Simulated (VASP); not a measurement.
**Pd: relaxation of cell and atoms with PBE**

The system is Pd.

```
Pd
1.0
     0.00000    1.95865    1.95865
     1.95865    0.00000    1.95865
     1.95865    1.95865    0.00000
Pd
1
Direct
  0.00000 0.00000 0.00000
```

| Quantity | Value |
| --- | --- |
| Program | VASP 6.6.1 |
| Task | relaxation of cell and atoms |
| Functional | PBE |
| Potentials or basis | VASP PAW PBE potentials, release 64 (Pd) |
| Cutoff | 600 eV |
| k mesh | 8 × 8 × 8 |
| Occupations | gaussian, width 0.1 eV |
| Spin | no spin polarisation |
| Dipole correction | no |
| Further INCAR settings | ALGO = Normal; EDIFF = 1e-07; IBRION = 2; EDIFFG = -0.04; NSW = 90; ISIF = 3 |

The relaxed volume is 15.36 Å³/atom, the relaxed cell is a = 2.790 Å, b = 2.790 Å, c = 2.790 Å, α = 60.00°, β = 60.00°, γ = 60.00° and the space group after relaxing (to 0.05 Å) is Fm-3m (No. 225). The energy gained by relaxing is 3.9 meV/atom, the ionic steps are 3 and the pressure after relaxing is 0.0 GPa. The band gap on the k mesh is zero (band 5 reaches 9.42 eV, above the bottom of band 6 at 7.93 eV).

The path:
```csv
step,energy change (eV),largest force (eV/Å),pressure (GPa),volume (Å³)
1,0.0000,0.0000,3.89,15.03
2,0.0034,0.0000,-4.71,15.84
3,-0.0039,0.0000,-0.01,15.36
```

Final structure:
```cif
data_structure
_symmetry_space_group_name_H-M 'P 1'
_symmetry_Int_Tables_number 1
_cell_length_a 2.7903
_cell_length_b 2.7903
_cell_length_c 2.7903
_cell_angle_alpha 60.000
_cell_angle_beta 60.000
_cell_angle_gamma 60.000
_cell_volume 15.36
loop_
_atom_site_label
_atom_site_type_symbol
_atom_site_fract_x
_atom_site_fract_y
_atom_site_fract_z
_atom_site_occupancy
Pd1 Pd 0.00000 0.00000 0.00000 1
```

Levels at points of the mesh, in eV from the Fermi level:
| k point | band 3 | band 4 | band 5 | band 6 | band 7 | band 8 |
| --- | --- | --- | --- | --- | --- | --- |
| (0.00, 0.00, 0.00) | -2.72 | -2.72 | -1.22 | -1.22 | 17.07 | 21.61 |
| (0.50, 0.00, 0.00) | -2.77 | -0.09 | -0.09 | 1.01 | 6.93 | 16.41 |
| (0.50, 0.50, 0.00) | -0.12 | 0.21 | 0.21 | 3.26 | 10.28 | 12.89 |

It took 15 s on 1 thread of Intel Xeon 8259CL (shared host), peak memory 0.14 GiB.
